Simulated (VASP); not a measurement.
# SiC (an interface model) in VASP: single point with PBEsol

Aim: the single point of SiC (an interface model) with PBEsol.

All numbers are computed with VASP 6.6.1; they aren't measurements. Logs are shortened: lines on timing, memory, paths and dates and some standing lists are left out, and cuts for length are marked.

### 1 The cell of the first run

The cell holds layers of an interface, 24 atoms: a = 3.081 Å, b = 7.546 Å, c = 10.918 Å, α = 90.00°, β = 90.00°, γ = 90.00°.

### 2 Single point, PBEsol

File INCAR:

```
SYSTEM = SiC
PREC = Accurate
ENCUT = 520
EDIFF = 1E-6
ISMEAR = 0
SIGMA = 0.05
LREAL = Auto
LASPH = .TRUE.
NELM = 100
ALGO = Normal
ISIF = 2
LWAVE = .FALSE.
LCHARG = .FALSE.
GGA = PS
NBANDS = 66
```

File KPOINTS:

```
regular mesh
0
G
  10 4 3
  0 0 0
```

File POSCAR:

```
SiC
1.0
    3.0807515540      0.0000000000      0.0000000000
    0.0000000000      7.5462693316      0.0000000000
    0.0000000000      0.0000000000     10.9183711310
Si C
12 12
Direct
    0.0000000000     -0.0096981955      0.0115370070
    0.0000000000      0.3197551855      0.3331912231
    0.0000000000      0.6522420099      0.1672669602
    0.5000000000     -0.0155794401      0.2575655549
    0.5000000000      0.3166018674      0.0986947541
    0.5000000000      0.6533284155      0.4213353216
    1.0000000000      0.9854147945      0.5022016771
    0.5000000000      0.7797976010      0.7466536619
    0.5000000000      0.4401457491      0.9093454584
    0.0000000000      0.1113579224      0.8138389242
    0.5000000000      0.3116240775      0.5626317785
    0.0000000000      0.4530792373      0.6763973355
    0.5000000000      0.7358638692      0.2535281487
    0.5000000000      0.0670754329      0.0957460256
    0.5000000000      0.4052602734      0.4084983562
    1.0000000000      0.7404120525     -0.0042832037
    0.0000000000      0.0690590995      0.3396588041
    0.0000000000      0.4029677482      0.1747533436
    0.0000000000      0.3606191668      0.8305803869
    0.0000000000      0.6972100841      0.6572864056
    0.5000000000      0.0669102087      0.5863050202
    0.5000000000      0.0292801984      0.7290598580
    1.0000000000      0.7362112323      0.5099347703
    0.5000000000      0.6910614093      0.9182724280
```

Potentials or basis: VASP PAW PBE potentials, release 64 (Si, C).

Started as:

```sh
$ cat potpaw_PBE.64/Si/POTCAR potpaw_PBE.64/C/POTCAR > POTCAR
$ mpirun -np 1 vasp_std > vasp.out
```

OUTCAR:

```text
SYSTEM = SiC
   PREC = Accurate
   ENCUT = 520
   EDIFF = 1E-6
   ISMEAR = 0
   LREAL = Auto
   LASPH = .TRUE.
   NELM = 100
   ISIF = 2
   GGA = PS

 ion  position               nearest neighbor table
   1  0.000  0.990  0.012-  14 1.89  14 1.89  16 1.89  10 2.34   5 3.06   5 3.06   3 3.07   4 3.10
                             4 3.10
   2  0.000  0.320  0.333-  18 1.84  15 1.86  15 1.86  17 1.89  11 2.94  11 2.94   5 2.99   5 2.99
                             4 3.08   4 3.08   3 3.09   6 3.10   6 3.10   7 3.13
   3  0.000  0.652  0.167-  18 1.88  13 1.91  13 1.91  16 1.99   5 3.06   5 3.06   1 3.07   2 3.09
                             4 3.10   4 3.10
   4  0.500  0.984  0.258-  14 1.87  13 1.88  17 1.89  17 1.89   5 3.05   6 3.07   2 3.08   2 3.08
                             7 3.08   7 3.08   1 3.10   1 3.10   3 3.10   3 3.10
   5  0.500  0.317  0.099-  18 1.87  18 1.87  14 1.88   9 2.27   2 2.99   2 2.99   4 3.05   1 3.06
                             1 3.06   3 3.06   3 3.06
   6  0.500  0.653  0.421-  15 1.88  23 1.92  23 1.92  13 1.94  11 3.00   7 3.07   7 3.07   4 3.07
                             2 3.10   2 3.10
   7  0.000  0.985  0.502-  23 1.88  17 1.88  21 1.90  21 1.90  11 2.98  11 2.98   6 3.07   6 3.07
                             4 3.08   4 3.08   2 3.13
   8  0.500  0.780  0.747-  22 1.89  20 1.93  20 1.93  24 1.99  12 3.01  12 3.01  10 3.03  10 3.03
                             9 3.12
   9  0.500  0.440  0.909-  19 1.86  19 1.86  24 1.90   5 2.27  12 2.98  12 2.98  10 3.10  10 3.10
                             8 3.12
  10  0.000  0.111  0.814-  19 1.89  22 1.90  22 1.90   1 2.34  12 2.98   8 3.03   8 3.03   9 3.10
                             9 3.10
  11  0.500  0.312  0.563-  15 1.83  21 1.86  12 2.25  12 2.25   2 2.94   2 2.94   7 2.98   7 2.98
                             6 3.00
  12  0.000  0.453  0.676-  19 1.82  20 1.85  11 2.25  11 2.25   9 2.98   9 2.98  10 2.98   8 3.01
                             8 3.01
  13  0.500  0.736  0.254-   4 1.88   3 1.91   3 1.91   6 1.94
  14  0.500  0.067  0.096-   4 1.87   5 1.88   1 1.89   1 1.89
  15  0.500  0.405  0.408-  11 1.83   2 1.86   2 1.86   6 1.88
  16  0.000  0.740  0.996-  24 1.80  24 1.80   1 1.89   3 1.99
  17  0.000  0.069  0.340-   7 1.88   2 1.89   4 1.89   4 1.89
  18  0.000  0.403  0.175-   2 1.84   5 1.87   5 1.87   3 1.88
  19  0.000  0.361  0.831-  12 1.82   9 1.86   9 1.86  10 1.89
  20  0.000  0.697  0.657-  23 1.64  12 1.85   8 1.93   8 1.93
  21  0.500  0.067  0.586-  22 1.58  11 1.86   7 1.90   7 1.90
  22  0.500  0.029  0.729-  21 1.58   8 1.89  10 1.90  10 1.90
  23  0.000  0.736  0.510-  20 1.64   7 1.88   6 1.92   6 1.92
  24  0.500  0.691  0.918-  16 1.80  16 1.80   9 1.90   8 1.99

  LATTYP: Found a simple orthorhombic cell.
 ALAT       =     3.0807515540
 B/A-ratio  =     2.4494897428
 C/A-ratio  =     3.5440609019

  Lattice vectors:

 A1 = (   3.0807515540,   0.0000000000,   0.0000000000)
 A2 = (   0.0000000000,   7.5462693316,   0.0000000000)
 A3 = (   0.0000000000,   0.0000000000,  10.9183711310)

Analysis of symmetry for initial positions (statically):
=====================================================================
 Subroutine PRICEL returns:
[... 184 lines left out ...]
   IALGO  =     38    algorithm
   IMIX   =      4    mixing-type and parameters
     AMIX     =   0.40;   BMIX     =  1.00
     AMIX_MAG =   1.60;   BMIX_MAG =  1.00
  volume/ion in A,a.u.               =      10.58        71.37
  Fermi-wavevector in a.u.,A,eV,Ry     =   1.183903  2.237253 19.070299  1.401627
  Thomas-Fermi vector in A             =   2.320129
   LORBIT       =      0    0 simple, 1 ext, 2 COOP (PROOUT), +10 PAW based schemes
   GGA     = PS    functional components
   LHFCALC =     F    Hartree Fock is set to
   AEXX    =    0.0000 exact exchange contribution
   IVDW    =     0    specifies the selected vdW correction
   LEPSILON=     F    determine dielectric tensor
   LRPA    =     F    only Hartree local field effects (RPA)
 non-spin polarized calculation
 Gauss-broadening in eV      SIGMA  =   0.05
  energy-cutoff  :      520.00
  volume of cell :      253.83
 maximum number of plane-waves:      6876
   NGX = 11   NGY = 29   NGZ = 41

 number of electron      95.9999994 magnetization

 Free energy of the ion-electron system (eV)
  ---------------------------------------------------
  ext. energy  EPLUGINS =         0.00000000
  ---------------------------------------------------
  free energy    TOTEN  =      -183.59245209 eV

  energy without entropy =     -183.58744973  energy(sigma->0) =     -183.58995091

 E-fermi :   9.7613     XC(G=0): -11.4277

 val. band max:        9.7442504527   @ k =   0.1000   0.0000   0.0000
 cond. band min:       9.7632858609   @ k =   0.4000   0.0000   0.0000
 fundamental gap:      0.0190354082
 Fermi energy:         9.7613375333

 k-point     1 :       0.0000    0.0000    0.0000
  band No.  band energies     occupation
      1      -7.7433      2.00000
      2      -6.8137      2.00000
      3      -6.5663      2.00000
      4      -5.9901      2.00000
      5      -5.4886      2.00000
      6      -5.0484      2.00000
[... 1501 lines left out ...]
     59      12.9717      0.00000
     60      13.0627      0.00000

 [... further k-points ...]

 [bands above 60 left out]

------------------------ aborting loop because EDIFF is reached ----------------------------------------

  FORCE on cell =-STRESS in cart. coord.  units (eV):
  Direction    XX          YY          ZZ          XY          YZ          ZX
  --------------------------------------------------------------------------------------
  -------------------------------------------------------------------------------------
  Total       -1.6084048      6.3709269      0.5606090      0.0000000     -2.2815801      0.0000000
  in kB      -10.1521752     40.2129910      3.5385374      0.0000000    -14.4012265      0.0000000
  external PRESSURE =      11.1997844 kB  Pullay stress =       0.0000000 kB

 VOLUME and BASIS-vectors are now :
 -----------------------------------------------------------------------------
  energy-cutoff  :      520.00
  volume of cell :      253.83
      direct lattice vectors                 reciprocal lattice vectors
     3.080751554  0.000000000  0.000000000     0.324596120  0.000000000  0.000000000
     0.000000000  7.546269332  0.000000000     0.000000000  0.132515811  0.000000000
     0.000000000  0.000000000 10.918371131     0.000000000  0.000000000  0.091588753

 POSITION                                       TOTAL-FORCE (eV/Angst)
 -----------------------------------------------------------------------------------
      0.00000      7.47308      0.12597         0.000000      0.003106     -0.007799
      0.00000      2.41296      3.63791         0.000000      0.001407     -0.000443
      0.00000      4.92199      1.82628         0.000000      0.004966     -0.001904
      1.54038      7.42870      2.81220         0.000000      0.000997     -0.000968
      1.54038      2.38916      1.07759         0.000000      0.002777     -0.000725
      1.54038      4.93019      4.60030         0.000000      0.002604     -0.000176
[... 16 lines left out ...]
      0.00000      5.55565      5.56766         0.000000     -0.000909     -0.003499
      1.54038      5.21494     10.02604         0.000000      0.000324     -0.004633
 -----------------------------------------------------------------------------------
    total drift:                                0.000000     -0.017241      0.006799

  FREE ENERGIE OF THE ION-ELECTRON SYSTEM (eV)
  ---------------------------------------------------
  free  energy   TOTEN  =      -183.5924520871 eV

  energy  without entropy=     -183.5874497262  energy(sigma->0) =     -183.58995091
```

stdout:

```text
POSCAR found type information on POSCAR SiC
 POSCAR found :  2 types and      24 ions
 scaLAPACK will be used
 -----------------------------------------------------------------------------
|                                                                             |
|                                                                             |
|     You enforced a specific xc type in the INCAR file but a different       |
|     I HOPE YOU KNOW WHAT YOU ARE DOING!                                     |
|                                                                             |
 -----------------------------------------------------------------------------

 LDA part: xc-table for (Slater+PW92), standard interpolation
 POSCAR, INCAR and KPOINTS ok, starting setup
 FFT: planning ... GRIDC
 FFT: planning ... GRID_SOFT
 FFT: planning ... GRID
 WAVECAR not read
 entering main loop
```

Run time: 28 min. Hardware: 1 thread of Oxide Virtual Turin-like, shared host; peak memory 0.54 GiB.

What came out:

```
Free energy            : -183.5925 eV
Pressure               : 1.1 GPa
Largest force          : 0.010 eV/Å
Band gap on the k mesh : zero (band 48 reaches 10.25 eV, above the bottom of band 49 at 9.39 eV)
```

Forces on the atoms (eV/Å):
```
Si   0.000  0.003 -0.008
Si   0.000  0.001  0.000
Si   0.000  0.005 -0.002
Si   0.000  0.001 -0.001
Si   0.000  0.003 -0.001
Si   0.000  0.003  0.000
Si   0.000  0.001 -0.003
Si   0.000 -0.003  0.005
Si   0.000 -0.003  0.002
Si   0.000 -0.001  0.008
Si   0.000 -0.003 -0.001
Si   0.000  0.003  0.003
C    0.000  0.005  0.002
C    0.000 -0.006  0.000
C    0.000 -0.004 -0.005
C    0.000 -0.009 -0.002
C    0.000  0.005  0.007
C    0.000  0.001  0.000
C    0.000 -0.002  0.003
C    0.000  0.001  0.002
C    0.000  0.003 -0.009
C    0.000 -0.004  0.010
C    0.000 -0.001 -0.003
C    0.000  0.000 -0.005
```

Caveat: the PAW data sets were made with another functional, which shifts forces and pressure a little.
